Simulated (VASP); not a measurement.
**Cu2O: single point with r2SCAN+D4**

Cu2O:

```xyz
6
Lattice="4.3436 0.0000 0.0000 0.0000 4.3436 0.0000 0.0000 0.0000 4.3436" Properties=species:S:1:pos:R:3 pbc="T T T"
Cu    3.2577    1.0859    3.2577
Cu    3.2577    3.2577    1.0859
Cu    1.0859    3.2577    3.2577
Cu    1.0859    1.0859    1.0859
O     2.1718    2.1718    2.1718
O     0.0000    0.0000    0.0000
```

```json
{"Program": "VASP 6.6.1", "Task": "single point", "Functional": "r2SCAN", "Dispersion": "D4", "Potentials or basis": "VASP PAW PBE potentials, release 64 (Cu_sv_GW, O)", "Cutoff": "900 eV", "k mesh": "6 × 6 × 6", "Occupations": "fermi-dirac, width 0.05 eV", "Spin": "no spin polarisation", "Dipole correction": "no", "Further INCAR settings": "ALGO = Normal; EDIFF = 1e-06; NBANDS = 53"}
```

The pressure is -8.6 GPa, the band gap on the k mesh is 0.65 eV and the dispersion energy per atom is -0.117 eV.

Levels at points of the mesh, in eV from the valence-band top:
```
           k point  band 40  band 41  band 42  band 43  band 44  band 45  band 46  band 47  band 48  band 49
(0.00, 0.00, 0.00)    -1.52    -1.52     0.00     0.00     0.00     0.65     1.65     1.65     8.06     8.06
(0.50, 0.00, 0.00)    -1.62    -1.18    -1.18    -0.34    -0.34     2.38     2.38     4.51     4.51     7.54
(0.50, 0.50, 0.00)    -1.42    -1.20    -1.20    -0.60    -0.60     2.15     2.15     4.02     4.02     7.01
(0.50, 0.50, 0.50)    -1.56    -0.86    -0.55    -0.55    -0.55     2.78     2.78     2.78     5.03     5.03
```

Run time: 11 min on 1 thread of Intel(R) Xeon(R) Platinum 8375C CPU @ 2.90GHz (Ice Lake), with other jobs on the host, peak memory 0.39 GiB.

Caveat: the cell stands under tension; semilocal functionals underestimate gaps, and a narrow one can read as zero; the PAW data sets were made with another functional, which shifts forces and pressure a little. r2SCAN opens gaps a little over a GGA but as a rule still falls short of measured ones.
